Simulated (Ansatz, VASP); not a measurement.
# One calculation of WS2, two programs

```xyz
6
Lattice="3.1269 0.0000 0.0000 -1.5634 2.7080 0.0000 0.0000 0.0000 12.1498" Properties=species:S:1:pos:R:3 pbc="T T T"
W     0.0000    1.8053    3.0374
W     1.5634    0.9027    9.1123
S     0.0000    1.8053    7.5502
S     1.5634    0.9027    1.4754
S     0.0000    1.8053   10.6744
S     1.5634    0.9027    4.5995
```

Alike in both runs: functional LDA; k mesh 12 × 12 × 4; occupations gaussian, width 0.02 eV; no spin polarisation.

Ansatz relaxed the structure, and its values are those at the end. VASP's run is a single point on that final structure, the one shown.

```csv
,VASP,Ansatz
version,VASP 6.6.1,Ansatz 0.2.0
potentials or method,"VASP PAW LDA potentials, release 64 (W_sv, S), cutoff 520 eV","scalar-relativistic, plane waves, PAW"
valence electrons in the cell,52,52
```

VASP gave:

| Quantity | Value |
| --- | --- |
| gap on the k mesh at the Fermi level (eV) | 0.85 |
| least direct gap on the mesh (eV) | 1.89 |
| pressure (GPa) | 0.4 |
| rms of the force components (eV/Å) | 0.021 |

Task: Estimate Ansatz's values.

Result: gap on the k mesh at the Fermi level (eV): 0.84; least direct gap on the mesh (eV): 1.88; pressure (GPa): 0.0; rms of the force components (eV/Å): 0.001.

LDA's correlation is that of Perdew and Zunger in VASP and of Perdew and Wang (1992) in Ansatz.

Spin-orbit coupling is off throughout.
